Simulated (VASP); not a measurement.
**HgTe (Coloradoite): single point with PBE**

HgTe (Coloradoite):

```
CELL_PARAMETERS angstrom
0.01474 3.21112 3.12757
3.21128 -0.02731 3.16962
3.22242 3.26432 -0.03846
ATOMIC_POSITIONS crystal
Hg 0.00150 0.99701 0.00087
Te 0.25361 0.25856 0.24026
```

```yaml
Program: VASP 6.6.1
Task: single point
Functional: PBE
Potentials_or_basis: VASP PAW PBE potentials, release 64 (Hg, Te)
Cutoff: 500 eV
k_mesh: 3 × 3 × 3
Occupations: gaussian, width 0.01 eV
Spin: no spin polarisation
```

- Pressure: 6.4 GPa
- Largest force: 0.291 eV/Å
- Band gap on the k mesh: 0.04 eV, direct

Forces in eV/Å, atoms in the order of the input:
```
Hg  -0.169 -0.087  0.221
Te   0.169  0.087 -0.221
```

Stress tensor (GPa, compression positive):
```
 6.63 -0.93  0.54
-0.93  6.45  0.81
 0.54  0.81  6.24
```

Levels at points of the mesh, in eV from the valence-band top:
| k point | band 7 | band 8 | band 9 | band 10 | band 11 | band 12 |
| --- | --- | --- | --- | --- | --- | --- |
| (0.00, 0.00, 0.00) | -0.74 | -0.08 | 0.00 | 0.04 | 3.98 | 4.15 |

It took 29 s on 1 thread of Intel Xeon 8259CL, on a shared host, peak memory 0.2 GiB.

Caveat: the k points lie up to 0.57 Å⁻¹ apart; spin-orbit coupling is left out, which moves the levels of the heavy elements.
